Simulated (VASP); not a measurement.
# Gd (Fm-3m) in VASP: settings compared, part 2 of 2

VASP 6.6.1. The steps go on from the part before.

### 4 Single point, r2SCAN, collinear spin, ferromagnetic start

This run uses another cell than the first one, of 34.54 Å³/atom, 1.042 times its volume.

Contents of POSCAR:

```
Gd
1.0
    0.0000000000      2.5848336017      2.5848336017
    2.5848336017      0.0000000000      2.5848336017
    2.5848336017      2.5848336017      0.0000000000
Gd
1
Direct
    0.0000000000      0.0000000000      0.0000000000
```

Contents of INCAR.step1:

```
PREC = Accurate
ENCUT = 520
ISMEAR = 0
SIGMA = 0.05
LREAL = False
LASPH = True
NELM = 150
ISPIN = 2
MAGMOM = 8.45
LMAXMIX = 6
NBANDS = 19
GGA = PE
ALGO = Normal
EDIFF = 1E-4
LWAVE = True
LCHARG = False
```

Contents of INCAR.step2:

```
PREC = Accurate
ENCUT = 520
EDIFF = 1E-6
ISMEAR = 0
SIGMA = 0.05
LREAL = False
LASPH = True
NELM = 150
ALGO = Normal
ISIF = 2
LWAVE = False
LCHARG = False
ISPIN = 2
MAGMOM = 8.45
LORBIT = 11
LMAXMIX = 6
METAGGA = R2SCAN
LMIXTAU = True
NBANDS = 19
ISTART = 1
```

Contents of KPOINTS:

```
Automatic mesh
0
Gamma
  14 14 14
```

Potentials or basis: VASP PAW PBE potentials, release 64 (Gd).

The run is started by

```
$ cat potpaw_PBE.64/Gd/POTCAR > POTCAR
$ cp INCAR.step1 INCAR
$ mpirun -np 1 vasp_std > vasp.out
$ cp INCAR.step2 INCAR
$ mpirun -np 1 vasp_std > vasp.out
```

OUTCAR:

```text
PREC = Accurate
   ENCUT = 520
   EDIFF = 1E-6
   ISMEAR = 0
   LREAL = False
   LASPH = True
   NELM = 150
   ISIF = 2
   ISPIN = 2
   LORBIT = 11
   METAGGA = R2SCAN
   ISTART = 1

 ion  position               nearest neighbor table
   1  0.000  0.000  0.000-

  LATTYP: Found a face centered cubic cell.
 ALAT       =     5.1696672034

  Lattice vectors:

 A1 = (   0.0000000000,   2.5848336017,   2.5848336017)
 A2 = (   2.5848336017,   0.0000000000,   2.5848336017)
 A3 = (   2.5848336017,   2.5848336017,   0.0000000000)

Analysis of symmetry for initial positions (statically):
=====================================================================
 Subroutine PRICEL returns:
 Original cell was already a primitive cell.

 Routine SETGRP: Setting up the symmetry group for a
 face centered cubic supercell.

 Subroutine GETGRP returns: Found 48 space group operations
 (whereof 48 operations were pure point group operations)
 out of a pool of 48 trial point group operations.

The static configuration has the point symmetry O_h .

Analysis of symmetry for dynamics (positions and initial velocities):
=====================================================================
 Subroutine PRICEL returns:
 Original cell was already a primitive cell.

 Routine SETGRP: Setting up the symmetry group for a
 face centered cubic supercell.

 Subroutine GETGRP returns: Found 48 space group operations
 (whereof 48 operations were pure point group operations)
 out of a pool of 48 trial point group operations.

The dynamic configuration has the point symmetry O_h .

Analysis of structural, dynamic, and magnetic symmetry:
=====================================================================
 Subroutine PRICEL returns:
 Original cell was already a primitive cell.

 Routine SETGRP: Setting up the symmetry group for a
 face centered cubic supercell.

 Subroutine GETGRP returns: Found 48 space group operations
 (whereof 48 operations were pure point group operations)
 out of a pool of 48 trial point group operations.

The overall configuration has the point symmetry O_h .

 Subroutine INISYM returns: Found 48 space group operations
 (whereof 48 operations are pure point group operations),
 and found     1 'primitive' translations

----------------------------------------------------------------------------------------

                                     Primitive cell

  volume of cell :      34.5404

  direct lattice vectors                    reciprocal lattice vectors
     0.000000000  2.584833602  2.584833602    -0.193436049  0.193436049  0.193436049
     2.584833602  0.000000000  2.584833602     0.193436049 -0.193436049  0.193436049
     2.584833602  2.584833602  0.000000000     0.193436049  0.193436049 -0.193436049

  length of vectors
     3.655506736  3.655506736  3.655506736     0.335041065  0.335041065  0.335041065

  position of ions in fractional coordinates (direct lattice)
     0.000000000  0.000000000  0.000000000

  ion indices of the primitive-cell ions
   primitive index   ion index
                 1           1

----------------------------------------------------------------------------------------

 KPOINTS: Automatic mesh

Automatic generation of k-mesh.
 Grid dimensions read from file:
 generate k-points for:   14   14   14
[... 45 lines left out ...]
 [... further k-points ...]
   k-points           NKPTS =    104   k-points in BZ     NKDIM =    104   number of bands    NBANDS=     19
   number of dos      NEDOS =    301   number of ions     NIONS =      1
   total plane-waves  NPLWV =  21952
   dimension x,y,z NGX =    28 NGY =   28 NGZ =   28
   dimension x,y,z NGXF=    56 NGYF=   56 NGZF=   56
   ions per type =               1
   NGX,Y,Z   is equivalent  to a cutoff of  12.73, 12.73, 12.73 a.u.
   NGXF,Y,Z  is equivalent  to a cutoff of  25.47, 25.47, 25.47 a.u.
 SYSTEM =  unknown system
   PREC   = accura    normal or accurate (medium, high low for compatibility)
   ISTART =      1    job   : 0-new  1-cont  2-samecut
   ICHARG =      0    charge: 1-file 2-atom 10-const
   ISPIN  =      2    spin polarized calculation?
   LNONCOLLINEAR =      F non collinear calculations
   LSORBIT =      F    spin-orbit coupling
   LASPH  =      T    aspherical Exc in radial PAW
   ENCUT  =  520.0 eV  38.22 Ry    6.18 a.u.   6.80  6.80  6.80*2*pi/ulx,y,z
   NELM   =    150;   NELMIN=  2; NELMDL=  0     # of ELM steps
   EDIFF  = 0.1E-05   stopping-criterion for ELM
   LREAL  =      F    real-space projection
   EDIFFG = 0.1E-04   stopping-criterion for IOM
   NSW    =      0    number of steps for IOM
   IBRION =     -1    ionic relax: 0-MD 1-quasi-New 2-CG
   NFREE  =      0    steps in history (QN), initial steepest desc. (CG)
   ISIF   =      2    stress and relaxation
   ISYM   =      2    0-nonsym 1-usesym 2-fastsym
   POTIM  = 0.5000    time-step for ionic-motion
   TEBEG  =    0.0;   TEEND  =   0.0 temperature during run
   PSTRESS=    0.0 pullay stress
   NELECT =      18.0000    total number of electrons
   NUPDOWN=      -1.0000    fix difference up-down
   EMIN   =  10.00;   EMAX   =-10.00  energy-range for DOS
   EFERMI =   0.00;   METHOD = LEGACY
   ISMEAR =     0;   SIGMA  =   0.05  broadening in eV -4-tet -1-fermi 0-gaus
   EFERMI_NEDOS =   21; number of points for ismear=-14 and -15
   IALGO  =     38    algorithm
   IMIX   =      4    mixing-type and parameters
     AMIX     =   0.40;   BMIX     =  1.00
     AMIX_MAG =   1.60;   BMIX_MAG =  1.00
  volume/ion in A,a.u.               =      34.54       233.09
  Fermi-wavevector in a.u.,A,eV,Ry     =   1.317416  2.489556 23.614082  1.735586
  Thomas-Fermi vector in A             =   2.447459
   LORBIT       =     11    0 simple, 1 ext, 2 COOP (PROOUT), +10 PAW based schemes
   METAGGA = R2SCAN    functional components
   LHFCALC =     F    Hartree Fock is set to
   AEXX    =    0.0000 exact exchange contribution
   IVDW    =     0    specifies the selected vdW correction
   LEPSILON=     F    determine dielectric tensor
   LRPA    =     F    only Hartree local field effects (RPA)
 spin polarized calculation
 Gauss-broadening in eV      SIGMA  =   0.05
  energy-cutoff  :      520.00
  volume of cell :       34.54
 maximum number of plane-waves:       950
   NGX = 13   NGY = 13   NGZ = 13

 number of electron      18.0000001 magnetization       8.0558268

 Free energy of the ion-electron system (eV)
  ---------------------------------------------------
  ext. energy  EPLUGINS =         0.00000000
  ---------------------------------------------------
  free energy    TOTEN  =       -41.02605053 eV

  energy without entropy =      -41.02388233  energy(sigma->0) =      -41.02496643

 E-fermi :   2.7552     XC(G=0): -10.3971

 val. band max:        2.7539049520   @ k =  -0.4286   0.1429   0.0000
 cond. band min:       2.7663631335   @ k =   0.2143   0.1429   0.0000
 fundamental gap:      0.0124581815
 Fermi energy:         2.7552076547

 spin component 1

 k-point     1 :       0.0000    0.0000    0.0000
  band No.  band energies     occupation
      1     -44.5377      1.00000
      2     -20.8942      1.00000
      3     -20.8942      1.00000
      4     -20.8942      1.00000
      5      -3.1341      1.00000
      6      -3.0279      1.00000
[... 517 lines left out ...]
     18      13.1333      0.00000
     19      14.6281      0.00000

 [... further k-points ...]

 spin component 2

 k-point     1 :       0.0000    0.0000    0.0000
  band No.  band energies     occupation
      1     -40.5765      1.00000
      2     -18.0070      1.00000
      3     -18.0070      1.00000
      4     -18.0069      1.00000
      5      -1.1183      1.00000
      6       4.0373      0.00000
[... 517 lines left out ...]
     18      14.2712      0.00000
     19      17.2567      0.00000

 [... further k-points ...]
[... 5 lines left out ...]
  --------------------------------------------------------------------------------------
  -------------------------------------------------------------------------------------
  Total       -0.0140682     -0.0140682     -0.0140682     -0.0000000      0.0000000      0.0000000
  in kB       -0.6525594     -0.6525594     -0.6525594     -0.0000000      0.0000000      0.0000000
  external PRESSURE =      -0.6525594 kB  Pullay stress =       0.0000000 kB

 VOLUME and BASIS-vectors are now :
 -----------------------------------------------------------------------------
  energy-cutoff  :      520.00
  volume of cell :       34.54
      direct lattice vectors                 reciprocal lattice vectors
     0.000000000  2.584833602  2.584833602    -0.193436049  0.193436049  0.193436049
     2.584833602  0.000000000  2.584833602     0.193436049 -0.193436049  0.193436049
     2.584833602  2.584833602  0.000000000     0.193436049  0.193436049 -0.193436049

 POSITION                                       TOTAL-FORCE (eV/Angst)
 -----------------------------------------------------------------------------------
      0.00000      0.00000      0.00000         0.000000      0.000000      0.000000
 -----------------------------------------------------------------------------------
    total drift:                               -0.000000     -0.000000     -0.000000

  FREE ENERGIE OF THE ION-ELECTRON SYSTEM (eV)
  ---------------------------------------------------
  free  energy   TOTEN  =       -41.0260505303 eV

  energy  without entropy=      -41.0238823302  energy(sigma->0) =      -41.02496643

 total charge

# of ion       s       p       d       f       tot
--------------------------------------------------
    1        2.072   5.609   0.563   6.932  15.175

 magnetization (x)

# of ion       s       p       d       f       tot
--------------------------------------------------
    1        0.005  -0.092   0.308   6.897   7.118
```

OUTCAR.step1:

```text
PREC = Accurate
   ENCUT = 520
   ISMEAR = 0
   LREAL = False
   LASPH = True
   NELM = 150
[... 1291 lines left out ...]

 POSITION                                       TOTAL-FORCE (eV/Angst)
 -----------------------------------------------------------------------------------
      0.00000      0.00000      0.00000         0.000000     -0.000000     -0.000000
 -----------------------------------------------------------------------------------
    total drift:                               -0.000000     -0.000000     -0.000000

  FREE ENERGIE OF THE ION-ELECTRON SYSTEM (eV)
  ---------------------------------------------------
  free  energy   TOTEN  =       -11.6519605624 eV

  energy  without entropy=      -11.6476799273  energy(sigma->0) =      -11.64982024
```

Run time: 6 min. Hardware: 1 thread of Intel Xeon Platinum 8559C (Emerald Rapids), shared host; peak memory 0.27 GiB.

What came out:

| Property | Result |
| --- | --- |
| Free energy | -41.0261 eV |
| Pressure | -0.1 GPa |
| Net moment | 8.06 μB per cell |
| Site moments | Gd +7.12 μB |
| Valence electrons inside the program's atomic spheres | Gd 15.18 |

Caveat: the PAW data sets were made with another functional, which shifts forces and pressure a little; spin-orbit coupling is left out, which moves the levels of the heavy elements. The state reached can hang on the start; a lower one may exist.

### 5 Single point, PBE, collinear spin, ferromagnetic start

This run uses another cell than the first one, of 33.03 Å³/atom, 0.996 times its volume.

Contents of INCAR:

```
SYSTEM = Gd
ALGO = Normal
EDIFF = 1E-6
ENCUT = 520
GGA = PE
ISIF = 2
ISMEAR = 0
ISPIN = 2
LASPH = .True.
LCHARG = .False.
LMAXMIX = 6
LORBIT = 11
LREAL = .False.
LWAVE = .False.
MAGMOM = 7.94
NBANDS = 19
NELM = 150
PREC = Accurate
SIGMA = 0.05
```

Contents of KPOINTS:

```
k-points
0
Gamma
  6 6 6
  0 0 0
```

Contents of POSCAR:

```
Gd
1.0
    0.0000000000      2.5466044155      2.5466044155
    2.5466044155      0.0000000000      2.5466044155
    2.5466044155      2.5466044155      0.0000000000
Gd
1
Direct
    0.0000000000      0.0000000000      0.0000000000
```

The run is started by

```
$ cat potpaw_PBE.64/Gd/POTCAR > POTCAR
$ mpirun -np 1 vasp_std > vasp.out
```

Wall time 32 s (1 thread of Intel Xeon Platinum 8559C (Emerald Rapids), shared host); peak memory 0.18 GiB.

The run converged. Its results:

| Quantity | Value |
| --- | --- |
| Free energy | -11.6620 eV |
| Pressure | -0.1 GPa |
| Net moment | 7.40 μB per cell |
| Site moments | Gd +6.92 μB |
| Valence electrons inside the program's atomic spheres | Gd 15.20 |

Levels at points of the mesh, in eV from the Fermi level:
Spin up:
```csv
k point,band 10,band 11,band 12,band 13,band 14,band 15,band 16,band 17
"(0.00, 0.00, 0.00)",-4.78,-4.78,-4.78,1.36,1.36,1.36,3.62,3.62
"(0.50, 0.00, 0.00)",-4.79,-4.77,-2.47,0.89,1.20,1.20,5.29,5.29
"(0.50, 0.50, 0.00)",-4.81,-4.81,-2.22,-1.45,2.40,5.32,5.77,5.77
```
Spin down:
```csv
k point,band 3,band 4,band 5,band 6,band 7,band 8
"(0.00, 0.00, 0.00)",-19.98,-19.98,-4.33,0.27,0.45,0.45
"(0.50, 0.00, 0.00)",-20.09,-20.09,-1.66,0.28,0.46,0.46
"(0.50, 0.50, 0.00)",-20.28,-20.28,-1.59,-0.60,0.49,0.49
```

Caveat: spin-orbit coupling is left out, which moves the levels of the heavy elements. The state reached can hang on the start; a lower one may exist.

### 6 The runs side by side

| level | cell | k mesh | gap on the mesh (eV) | pressure (GPa) | moment (μB) |
| --- | --- | --- | --- | --- | --- |
| PBE | a = 3.606 Å, angles 60.0°, 1 atom | 6 × 6 × 6 | none | -0.3 | 7.41 |
| r2SCAN | a = 3.656 Å, angles 60.0°, 1 atom | 14 × 14 × 14 | none | -0.1 | 8.06 |
| PBE | a = 3.601 Å, angles 60.0°, 1 atom | 6 × 6 × 6 | none | -0.1 | 7.40 |

Alike in all rows: task single point; potentials or basis VASP PAW PBE potentials, release 64 (Gd); spin collinear, ferromagnetic start; cutoff (eV) 520; smearing gaussian 0.05 eV.

Caveats: spin-orbit coupling is left out, which moves the levels of the heavy elements; the PAW data sets were made with another functional, which shifts forces and pressure a little (some runs).

Total energies depend on the potentials used, so only differences within one code and one set of settings carry meaning.
